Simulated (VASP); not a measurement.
Cu:

```
Cu
1.0
    -1.44279    1.44279    1.37608
     1.44279   -1.44279    1.37608
     1.44279    1.44279   -1.37608
Cu
1
Cartesian
  0.0000 0.0000 0.0000
```

| Quantity | Value |
| --- | --- |
| Program | VASP 6.6.1 |
| Task | relaxation of cell and atoms |
| Functional | RPBE |
| Dispersion | D3(BJ) |
| Potentials or basis | VASP PAW PBE potentials, release 64 (Cu) |
| Cutoff | 600 eV |
| k mesh | 13 × 13 × 13 |
| Occupations | fermi-dirac, width 0.05 eV |
| Spin | no spin polarisation |

At the start: pressure -28.7 GPa; volume 11.46 Å³/atom.

Q: How do energy, volume and symmetry change on relaxing?

A: Over 13 steps the energy falls by 175.3 meV/atom and the volume is 9.78 Å³/atom (-14.6 %); space group I4/mmm (No. 139, to 0.1 Å) before, Im-3m (No. 229, to 0.1 Å).

Step by step:
```csv
step,energy change (eV),largest force (eV/Å),pressure (GPa),volume (Å³)
1,0.0000,0.0000,-28.66,11.46
2,0.0473,0.0000,58.23,8.38
3,-0.1730,0.0000,-1.46,9.84
4,-0.1732,0.0000,-0.11,9.79
5,-0.1731,0.0000,0.76,9.76
6,-0.1738,0.0000,-0.79,9.82
7,-0.1739,0.0000,-1.48,9.84
8,-0.1743,0.0000,-1.23,9.83
9,-0.1752,0.0000,-0.12,9.79
10,-0.1753,0.0000,0.35,9.77
11,-0.1753,0.0000,0.59,9.76
12,-0.1753,0.0000,0.57,9.76
13,-0.1753,0.0000,0.01,9.78
```

Final structure:
```
Cu
1.0
    -1.34781    1.34781    1.34650
     1.34781   -1.34781    1.34650
     1.34781    1.34781   -1.34650
Cu
1
Direct
  0.00000 0.00000 0.00000
```

Caveat: the PAW data sets were made with another functional, which shifts forces and pressure a little.
